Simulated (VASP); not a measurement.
Wanted: the native input for a VASP 6.6.1 run.

```
Task                   : single point
Functional             : PBE
Potentials or basis    : VASP PAW PBE potentials, release 64 (As, Mn_pv)
Cutoff                 : 520 eV
k mesh                 : 8 × 8 × 5
Occupations            : fermi-dirac, width 0.05 eV
Spin                   : collinear spin, antiferromagnetic start
Starting moments       : [0.0, 0.0, 4.0, -4.0] μB
Dipole correction      : no
Further INCAR settings : ALGO = Normal; EDIFF = 1e-07; NBANDS = 30
```

The structure of MnAs lies in POSCAR:

```
MnAs
1.0
    3.7100000000      0.0000000000      0.0000000000
   -1.8550000000      3.2129542480      0.0000000000
    0.0000000000      0.0000000000      5.6910000000
As Mn
2 2
Direct
    0.6666666667      0.3333333333      0.7500000000
    0.3333333333      0.6666666667      0.2500000000
    0.0000000000      0.0000000000      0.5000000000
    0.0000000000      0.0000000000      0.0000000000
```

The input as run:

INCAR

```
ALGO = Normal
EDIFF = 1E-7
ENCUT = 520
GGA = PE
ISIF = 2
ISMEAR = -1
ISPIN = 2
LASPH = T
LCHARG = F
LMAXMIX = 4
LORBIT = 11
LREAL = F
LWAVE = F
MAGMOM = 0 0 4 -4
NBANDS = 30
NELM = 150
PREC = Accurate
SIGMA = 0.05
```

KPOINTS

```
k-points
0
Gamma
  8 8 5
```

Potentials or basis: VASP PAW PBE potentials, release 64 (As, Mn_pv).

Run with:

```console
$ cat potpaw_PBE.64/As/POTCAR potpaw_PBE.64/Mn_pv/POTCAR > POTCAR
$ mpirun -np 1 vasp_std > vasp.out
```

Results of the run:

```
Pressure                                              : -5.4 GPa
Band gap on the k mesh                                : zero (filled and empty bands overlap)
Net moment                                            : 0.00 μB per cell
Site moments                                          : As +0.00; Mn +3.03, -3.03 μB
Valence electrons inside the program's atomic spheres : As 2.78; Mn 11.58
```

Wall time 100 s on 1 thread of AMD EPYC 7R43 64-Core Processor (Zen 3) (shared host), peak memory 0.23 GiB.
